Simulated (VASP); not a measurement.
Set up this calculation in VASP 6.6.1, as the native input.

| Item | Value |
| --- | --- |
| Task | single point |
| Functional | r2SCAN |
| Potentials or basis | VASP PAW PBE potentials, release 64 (Ba_sv, Ti_sv, O) |
| Cutoff | 520 eV |
| k mesh | 6 × 6 × 6 |
| Occupations | gaussian, width 0.01 eV |
| Spin | no spin polarisation |
| Dipole correction | no |
| Further INCAR settings | ALGO = Normal; EDIFF = 1e-06; NBANDS = 28 |

Crystal: BaTiO3.

```
Ba Ti O
1.0
     3.83433    0.00000    0.00000
     0.00000    3.83433    0.00000
     0.00000    0.00000    4.12299
Ba Ti O
1 1 3
Direct
  0.00000 0.00000 0.00000
  0.50000 0.50000 0.50000
  0.50000 0.50000 0.00000
  0.50000 0.00000 0.50000
  0.00000 0.50000 0.50000
```

This cell differs from its parent crystal: epitaxial xy strain -4.0%.

These files were run (other wordings do the same):

POSCAR

```
BaTiO3
1.0
    3.8343326596      0.0000000000      0.0000000000
    0.0000000000      3.8343326596      0.0000000000
    0.0000000000      0.0000000000      4.1229850228
Ba Ti O
1 1 3
Direct
    0.0000000000      0.0000000000      0.0000000000
    0.5000000000      0.5000000000      0.5000000000
    0.5000000000      0.5000000000      0.0000000000
    0.5000000000      0.0000000000      0.5000000000
    0.0000000000      0.5000000000      0.5000000000
```

INCAR.step1

```
SYSTEM = BaTiO3
  PREC = Accurate
  ENCUT = 520
  ISMEAR = 0
  SIGMA = 0.01
  LREAL = .False.
  LASPH = .True.
  NELM = 100
  NBANDS = 28
  GGA = PE
  ALGO = Normal
  EDIFF = 1E-4
  LWAVE = .True.
  LCHARG = .False.
```

INCAR.step2

```
SYSTEM = BaTiO3
  PREC = Accurate
  ENCUT = 520
  EDIFF = 1E-6
  ISMEAR = 0
  SIGMA = 0.01
  LREAL = .False.
  LASPH = .True.
  NELM = 100
  ALGO = Normal
  ISIF = 2
  LWAVE = .False.
  LCHARG = .True.
  METAGGA = R2SCAN
  LMIXTAU = .True.
  LELF = .True.
  LVHAR = .True.
  NBANDS = 28
  ISTART = 1
```

KPOINTS

```
Automatic mesh
0
Gamma
  6 6 6
  0 0 0
```

Potentials or basis: VASP PAW PBE potentials, release 64 (Ba_sv, Ti_sv, O).

Command:

```sh
$ cat potpaw_PBE.64/Ba_sv/POTCAR potpaw_PBE.64/Ti_sv/POTCAR potpaw_PBE.64/O/POTCAR > POTCAR
$ cp INCAR.step1 INCAR
$ mpirun -np 1 vasp_std > vasp.out
$ cp INCAR.step2 INCAR
$ mpirun -np 1 vasp_std > vasp.out
```

It gave:

* Pressure: 14.0 GPa
* Band gap on the k mesh: 2.11 eV (least direct gap 2.28 eV)

Caveat: the cell differs from its parent crystal (epitaxial xy strain -4.0%); the stress differs along the axes, from 2 to 20 GPa; the PAW data sets were made with another functional, which shifts forces and pressure a little; spin-orbit coupling is left out, which moves the levels of the heavy elements.

It took 2.4 min on 1 thread of AMD EPYC 9R45 96-Core Processor (Zen 5), with other jobs on the host, peak memory 0.19 GiB.
